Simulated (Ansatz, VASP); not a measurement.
PtSe2 in VASP and in Ansatz

```
Pt Se
1.0
     0.00000    3.17709    3.17709
     3.17709    0.00000    3.17709
     3.17709    3.17709    0.00000
Pt Se
1 2
Direct
  0.00000 0.00000 0.00000
  0.25000 0.25000 0.25000
  0.75000 0.75000 0.75000
```

Alike in both runs: task single point; functional PBE; k mesh 6 × 6 × 6; occupations fermi-dirac, width 0.02 eV; no spin polarisation.

|  | VASP | Ansatz |
| --- | --- | --- |
| version | VASP 6.6.1 | Ansatz 0.2.0 |
| potentials or method | VASP PAW PBE potentials, release 64 (Pt, Se) | plane waves, PAW |
| plane-wave cutoff (eV) | 520 | 420 |
| valence electrons in the cell | 22 | 50 |

```tsv
	VASP	Ansatz	Ansatz less VASP
pressure (GPa)	-3.0	-3.0	+0.07
```

With one functional, cell and mesh, what is left measures potentials, basis and numerics. VASP's potentials hold 22 valence electrons a cell and Ansatz's 50, so a difference there can come from the potentials and not from the codes.

Spin-orbit coupling is off throughout.
